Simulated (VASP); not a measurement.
A run of VASP 6.6.1 is set up as follows.

The input INCAR:

```
SYSTEM = Al16H4C
  ALGO = Normal
  EDIFF = 1E-7
  ENCUT = 520
  GGA = PE
  ISIF = 2
  ISMEAR = 0
  IVDW = 12
  LASPH = .True.
  LCHARG = .False.
  LREAL = Auto
  LWAVE = .False.
  NBANDS = 44
  NELM = 100
  PREC = Accurate
  SIGMA = 0.15
```

KPOINTS

```
k-points
0
Gamma
  4 4 1
  0 0 0
```

Contents of POSCAR:

```
Al16H4C
1.0
    5.7275650000      0.0000000000      0.0000000000
    2.8637820000      4.9602170000      0.0000000000
    0.0000000000      0.0000000000     20.0148060000
Al C H
16 1 4
Direct
    0.0000000000      0.0000000000      0.0499630000
    0.5000000000      0.0000000000      0.0499630000
    0.0000000000      0.5000000000      0.0499630000
    0.5000000000      0.5000000000      0.0499630000
    0.1666513595      0.1666611141      0.1658973950
    0.6665198373      0.1666582402      0.1659140074
    0.1665676689      0.6667021826      0.1659144875
    0.6665143075      0.6667923386      0.1659115291
   -0.1668246202      0.3333920538      0.2775466877
    0.3330063040      0.3337163678      0.2773582985
   -0.1664846290      0.8331984169      0.2773677171
    0.3329872297      0.8332514783      0.2773553240
   -0.0003420939      0.0000567087      0.3936632083
    0.4997869771      0.0000734499      0.3925737764
   -0.0001802824      0.5000589336      0.3936773256
    0.4997220492      0.5001754058      0.3936619812
    0.4809578924      0.0067505556      0.5722956455
    0.3298405906     -0.0421617720      0.5541723658
    0.6803564002     -0.1443200850      0.5537894307
    0.4319567158      0.2062098570      0.5536917817
    0.4817584677      0.0072532986      0.6270333095
```

Potentials or basis: VASP PAW PBE potentials, release 64 (Al, C, H).

Launch:

```sh
$ cat potpaw_PBE.64/Al/POTCAR potpaw_PBE.64/C/POTCAR potpaw_PBE.64/H/POTCAR > POTCAR
$ mpirun -np 1 vasp_std > vasp.out
```

(1) Predict the largest force.

(2) Predict the band gap on the k mesh.

## Answers

(1) 0.029 eV/Å.

(2) zero (bands 28 and 29 overlap by 0.73 eV).

Caveat: there is no dipole correction, which matters where the two faces differ.
